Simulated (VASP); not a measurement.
A run of VASP 6.6.1 is set up as follows.

File POSCAR:

```
Ge
1.0
    1.5029334543     -2.6206365061      0.0000000000
    1.5029334543      2.6206365061      0.0000000000
    0.0000000000      0.0000000000      4.7275957900
Ge
2
Direct
    0.6665533700      0.3334466300      0.2500000000
    0.3334466300      0.6665533700      0.7500000000
```

The input INCAR.step1:

```
PREC = Accurate
ENCUT = 520
ISMEAR = 0
SIGMA = 0.15
LREAL = F
LASPH = T
NELM = 80
NBANDS = 21
GGA = PE
ALGO = Normal
EDIFF = 1E-4
LWAVE = T
LCHARG = F
```

Contents of INCAR.step2:

```
PREC = Accurate
ENCUT = 520
EDIFF = 1E-6
ISMEAR = 0
SIGMA = 0.15
LREAL = F
LASPH = T
NELM = 80
ALGO = Normal
ISIF = 2
LWAVE = F
LCHARG = F
METAGGA = R2SCAN
LMIXTAU = T
NBANDS = 21
ISTART = 1
```

File KPOINTS:

```
Automatic mesh
0
Gamma
  18 18 10
```

Potentials or basis: VASP PAW PBE potentials, release 64 (Ge_d).

Launch:

```bash
$ cat potpaw_PBE.64/Ge_d/POTCAR > POTCAR
$ cp INCAR.step1 INCAR
$ mpirun -np 1 vasp_std > vasp.out
$ cp INCAR.step2 INCAR
$ mpirun -np 1 vasp_std > vasp.out
```

Task: Predict the pressure.

Result: 0.3 GPa.

Task: Estimate the band gap on the k mesh.

Result: Zero (bands 14 and 15 overlap by 9.94 eV).

Task: What does it give for the largest force?

Result: 0.003 eV/Å.

Stress tensor (GPa, compression positive):
```
0.21 0.00 0.00
0.00 0.14 0.00
0.00 0.00 0.64
```

Caveat: the cell differs from its parent crystal (strain +0.0100 x Voigt [1, 1, 0, 0, 0, 0]); the PAW data sets were made with another functional, which shifts forces and pressure a little.
